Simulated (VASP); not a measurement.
# Y (Fd-3m) in VASP: a series of runs, part 2 of 2

VASP 6.6.1. The steps go on from the part before.

## Step 3: Relaxation of cell and atoms, PBE, target pressure 15 GPa, at which the enthalpy is minimised

Contents of INCAR:

```
SYSTEM = Y
  PREC = Accurate
  ENCUT = 500
  EDIFF = 1E-7
  ISMEAR = -1
  SIGMA = 0.05
  LREAL = .FALSE.
  LASPH = .TRUE.
  NELM = 120
  ALGO = Normal
  ISIF = 3
  LWAVE = .FALSE.
  LCHARG = .FALSE.
  GGA = PE
  IBRION = 2
  NSW = 80
  EDIFFG = -0.01
  PSTRESS = 150.0
  GGA_COMPAT = .FALSE.
  NELMIN = 4
```

Contents of KPOINTS:

```
Automatic mesh
0
G
  6 6 6
  0 0 0
```

Contents of POSCAR:

```
Y
1.0
    0.0000000000      3.5000000000      3.5000000000
    3.5000000000      0.0000000000      3.5000000000
    3.5000000000      3.5000000000      0.0000000000
Y
2
Direct
    1.0000000000      1.0000000000      1.0000000000
    0.2500000000      0.2500000000      0.2500000000
```

Potentials or basis: VASP PAW PBE potentials, release 64 (Y_sv).

Started as:

```sh
$ cat potpaw_PBE.64/Y_sv/POTCAR > POTCAR
$ mpirun -np 1 vasp_std > vasp.out
```

Wall time 3.6 min (1 thread of AMD EPYC 7R43 (Zen 3), shared host); peak memory 0.2 GiB.

Results (log left out):

```
Free energy                                                : -7.8085 eV
Relaxed volume                                             : 24.60 Å³/atom
Relaxed cell                                               : a = 4.113 Å, b = 4.113 Å, c = 4.113 Å, α = 60.00°, β = 60.00°, γ = 60.00°
Space group after relaxing (to 0.1 Å)                      : Fd-3m (No. 227)
Energy change on relaxing (the run minimises the enthalpy) : +564.1 meV/atom
Ionic steps                                                : 7
Pressure after relaxing                                    : 15.0 GPa
Band gap on the k mesh                                     : zero (bands 11 and 12 overlap by 1.47 eV)
```

Step by step:
```tsv
step	energy change (eV)	largest force (eV/Å)	pressure (GPa)	volume (Å³)
1	0.0000	0.0000	0.45	85.75
2	1.4918	0.0000	21.46	45.93
3	1.0541	0.0000	13.99	50.01
4	1.1087	0.0000	14.71	49.40
5	1.1649	0.0000	15.52	48.81
6	1.1127	0.0000	14.77	49.36
7	1.1281	0.0000	14.98	49.19
```

Final structure:
```
CELL_PARAMETERS angstrom
0.00000 2.90821 2.90821
2.90821 0.00000 2.90821
2.90821 2.90821 0.00000
ATOMIC_POSITIONS crystal
Y 0.00000 0.00000 0.00000
Y 0.25000 0.25000 0.25000
```

Levels at points of the mesh, in eV from the Fermi level:
```tsv
k point	band 9	band 10	band 11	band 12	band 13	band 14
(0.00, 0.00, 0.00)	-4.20	-1.07	-1.07	0.87	0.87	0.87
(0.50, 0.00, 0.00)	-1.66	-0.97	-0.92	-0.92	0.34	0.34
(0.50, 0.50, 0.00)	-2.53	-2.53	0.39	0.39	2.39	2.40
```

Caveat: the cell is relaxed towards a set pressure, so the run minimises the enthalpy, not the energy; the volume moved by over 15 % at a fixed basis, so the end points are rough.

## Step 4: Relaxation of cell and atoms, PBE, target pressure 30 GPa, at which the enthalpy is minimised

Contents of INCAR:

```
PREC = Accurate
ENCUT = 500
EDIFF = 1E-7
ISMEAR = -1
SIGMA = 0.05
LREAL = F
LASPH = T
NELM = 120
ALGO = Normal
ISIF = 3
LWAVE = F
LCHARG = F
GGA = PE
IBRION = 2
NSW = 80
EDIFFG = -0.01
PSTRESS = 300.0
GGA_COMPAT = F
NELMIN = 4
```

Contents of KPOINTS:

```
Automatic mesh
0
Gamma
  6 6 6
```

POSCAR is that of step 3.

Potentials or basis: VASP PAW PBE potentials, release 64 (Y_sv).

Started as:

```sh
$ cat potpaw_PBE.64/Y_sv/POTCAR > POTCAR
$ mpirun -np 1 vasp_std > vasp.out
```

OUTCAR:

```text
PREC = Accurate
   ENCUT = 500
   EDIFF = 1E-7
   ISMEAR = -1
   LREAL = F
   LASPH = T
   NELM = 120
   ISIF = 3
   GGA = PE
   IBRION = 2
   NSW = 80
   EDIFFG = -0.01
   PSTRESS = 300.0
   NELMIN = 4

 ion  position               nearest neighbor table
   1  0.000  0.000  0.000-   2 3.03   2 3.03   2 3.03   2 3.03
   2  0.250  0.250  0.250-   1 3.03   1 3.03   1 3.03   1 3.03

  LATTYP: Found a face centered cubic cell.
 ALAT       =     7.0000000000

  Lattice vectors:

 A1 = (   0.0000000000,   3.5000000000,   3.5000000000)
 A2 = (   3.5000000000,   0.0000000000,   3.5000000000)
 A3 = (   3.5000000000,   3.5000000000,   0.0000000000)

Analysis of symmetry for initial positions (statically):
[... 176 lines left out ...]
  external PRESSURE =    -295.5251266 kB  Pullay stress =     300.0000000 kB
[... 676 lines left out ...]
      2     -39.8898      2.00000
      3     -21.0172      2.00000
      4     -21.0172      2.00000
      5     -20.0268      2.00000
      6     -20.0268      2.00000
      7     -18.9937      2.00000
      8     -18.9937      2.00000
      9       1.1779      2.00000
     10       1.1779      2.00000
     11       3.5299      0.00002
     12       3.5299      0.00002
     13       4.1051      0.00000
     14       4.1051      0.00000
     15       4.9510      0.00000

[... ionic steps 4 to 7 ...]

--------------------------------------- Ionic step        8  -------------------------------------------

 number of electron      22.0000000 magnetization

------------------------ aborting loop because EDIFF is reached ----------------------------------------
[... 71 lines left out ...]
--------------------------------------- Ionic step       10  -------------------------------------------

 number of electron      22.0000000 magnetization

 Free energy of the ion-electron system (eV)
  ---------------------------------------------------
  ext. energy  EPLUGINS =         0.00000000
  ---------------------------------------------------
  free energy    TOTEN  =        -6.97495505 eV

  energy without entropy =       -6.95773287  energy(sigma->0) =       -6.96634396

 E-fermi :   5.6100     XC(G=0): -11.0049

 val. band max:        5.1275626480   @ k =   0.5000   0.3333   0.0000
 cond. band min:       5.6109920403   @ k =   0.5000   0.0000   0.0000
 fundamental gap:      0.4834293923
 Fermi energy:         5.6100109237
[... 319 lines left out ...]
  energy  without entropy=       -6.9577328689  energy(sigma->0) =       -6.96634396

  enthalpy is  TOTEN    =         1.0747887408 eV   P V=        8.0497437951

 reached required accuracy - stopping structural energy minimisation
```

Wall time 7 min (1 thread of AMD EPYC 7R43 (Zen 3), shared host); peak memory 0.23 GiB.

What came out:

```
Free energy                                                : -6.9750 eV
Relaxed volume                                             : 21.50 Å³/atom
Relaxed cell                                               : a = 3.932 Å, b = 3.932 Å, c = 3.932 Å, α = 60.00°, β = 60.00°, γ = 60.00°
Space group after relaxing (to 0.1 Å)                      : Fd-3m (No. 227)
Energy change on relaxing (the run minimises the enthalpy) : +980.8 meV/atom
Ionic steps                                                : 10
Pressure after relaxing                                    : 30.0 GPa
Band gap on the k mesh                                     : zero (bands 11 and 12 overlap by 1.25 eV)
```

The path:
| step | energy change (eV) | largest force (eV/Å) | pressure (GPa) | volume (Å³) |
| --- | --- | --- | --- | --- |
| 1 | 0.0000 | 0.0000 | 0.45 | 85.75 |
| 2 | 28.8759 | 0.0000 | 697.40 | 20.29 |
| 3 | 0.1457 | 0.0000 | 3.87 | 71.19 |
| 4 | 0.3845 | 0.0000 | 4.78 | 62.73 |
| 5 | 3.3579 | 0.0000 | 56.69 | 37.61 |
| 6 | 1.4369 | 0.0000 | 20.40 | 46.35 |
| 7 | 1.8627 | 0.0000 | 28.27 | 43.53 |
| 8 | 1.9833 | 0.0000 | 30.35 | 42.88 |
| 9 | 1.9337 | 0.0000 | 29.50 | 43.14 |
| 10 | 1.9616 | 0.0000 | 29.98 | 42.99 |

Final structure:
```
CELL_PARAMETERS angstrom
0.00000 2.78044 2.78044
2.78044 0.00000 2.78044
2.78044 2.78044 0.00000
ATOMIC_POSITIONS crystal
Y 0.00000 0.00000 0.00000
Y 0.25000 0.25000 0.25000
```

Levels at points of the mesh, in eV from the Fermi level:
| k point | band 7 | band 8 | band 9 | band 10 | band 11 | band 12 | band 13 | band 14 | band 15 |
| --- | --- | --- | --- | --- | --- | --- | --- | --- | --- |
| (0.00, 0.00, 0.00) | -21.89 | -21.89 | -4.56 | -1.66 | -1.66 | 0.77 | 0.77 | 0.77 | 4.11 |
| (0.50, 0.00, 0.00) | -21.36 | -21.36 | -2.25 | -1.43 | -1.43 | -1.03 | 0.00 | 0.00 | 2.98 |
| (0.50, 0.50, 0.00) | -20.79 | -20.79 | -3.25 | -3.25 | 0.03 | 0.03 | 2.22 | 3.17 | 3.17 |

Caveat: the cell is relaxed towards a set pressure, so the run minimises the enthalpy, not the energy; the volume moved by over 15 % at a fixed basis, so the end points are rough.

## Step 5: Relaxation of cell and atoms, PBE, target pressure 45 GPa, at which the enthalpy is minimised

Contents of INCAR:

```
PREC = Accurate ; ENCUT = 500
EDIFF = 1E-7 ; ISMEAR = -1
SIGMA = 0.05 ; LREAL = False
LASPH = True ; NELM = 120
ALGO = Normal ; ISIF = 3
LWAVE = False ; LCHARG = False
GGA = PE ; IBRION = 2
NSW = 80 ; EDIFFG = -0.01
PSTRESS = 450.0 ; GGA_COMPAT = False
NELMIN = 4
```

Contents of KPOINTS:

```
regular mesh
0
Gamma
  6 6 6
```

POSCAR is that of step 4.

Started as:

```sh
$ cat potpaw_PBE.64/Y_sv/POTCAR > POTCAR
$ mpirun -np 1 vasp_std > vasp.out
```

Wall time 10 min (1 thread of AMD EPYC 7R43 (Zen 3), shared host); peak memory 0.37 GiB.

The run converged. Its results:

* Free energy: -6.1646 eV
* Relaxed volume: 19.73 Å³/atom
* Relaxed cell: a = 3.821 Å, b = 3.821 Å, c = 3.821 Å, α = 60.00°, β = 60.00°, γ = 60.00°
* Space group after relaxing (to 0.1 Å): Fd-3m (No. 227)
* Energy change on relaxing (the run minimises the enthalpy): +1386.0 meV/atom
* Ionic steps: 18
* Pressure after relaxing: 45.0 GPa
* Band gap on the k mesh: zero (bands 11 and 12 overlap by 1.08 eV)

Step by step:
```csv
step,energy change (eV),largest force (eV/Å),pressure (GPa),volume (Å³)
1,0.0000,0.0000,0.45,85.75
2,129.9081,0.0000,23824.35,6.57
3,0.0129,0.0000,0.69,82.27
4,0.0287,0.0000,0.97,79.11
5,7.9587,0.0000,152.90,29.95
6,1.0813,0.0000,14.37,49.70
7,2.0274,0.0000,31.11,42.65
8,2.8641,0.0000,46.82,39.14
9,2.6665,0.0000,42.91,39.84
10,2.6742,0.0000,43.06,39.82
11,2.6975,0.0000,43.52,39.73
12,2.6979,0.0000,43.52,39.73
13,2.6990,0.0000,43.55,39.72
14,2.7014,0.0000,43.59,39.72
15,2.7060,0.0000,43.68,39.70
16,2.7153,0.0000,43.87,39.66
17,2.7341,0.0000,44.24,39.60
18,2.7720,0.0000,44.99,39.46
```

Final structure:
```xyz
2
Lattice="0.0000 2.7021 2.7021 2.7021 0.0000 2.7021 2.7021 2.7021 0.0000" Properties=species:S:1:pos:R:3 pbc="T T T"
Y     2.7021    5.4043    2.7021
Y     1.3511    1.3511    1.3511
```

Levels at points of the mesh, in eV from the Fermi level:
| k point | band 9 | band 10 | band 11 | band 12 | band 13 | band 14 |
| --- | --- | --- | --- | --- | --- | --- |
| (0.00, 0.00, 0.00) | -4.65 | -1.92 | -1.92 | 0.86 | 0.86 | 0.86 |
| (0.50, 0.00, 0.00) | -2.48 | -1.62 | -1.62 | -0.95 | -0.08 | -0.08 |
| (0.50, 0.50, 0.00) | -3.57 | -3.57 | -0.07 | -0.07 | 2.25 | 2.25 |

Caveat: the cell is relaxed towards a set pressure, so the run minimises the enthalpy, not the energy; the volume moved by over 15 % at a fixed basis, so the end points are rough.

## Step 6: Summary

| cell | gap on the mesh (eV) | pressure (GPa) |
| --- | --- | --- |
| relaxed | none | 0.0 |
| relaxed to 15 GPa | none | 15.0 |
| relaxed to 30 GPa | none | 30.0 |
| relaxed to 45 GPa | none | 45.0 |

Alike in all rows: task relaxation of cell and atoms; level PBE; potentials or basis VASP PAW PBE potentials, release 64 (Y_sv); no spin polarisation; k mesh 6 × 6 × 6; cutoff (eV) 500; smearing fermi-dirac 0.05 eV.

Caveats: the cell is relaxed towards a set pressure, so the run minimises the enthalpy, not the energy (at least some runs); the volume moved by over 15 % at a fixed basis, so the end points are rough (at least some runs).

Absolute energies hang on the potentials; compare differences alone.
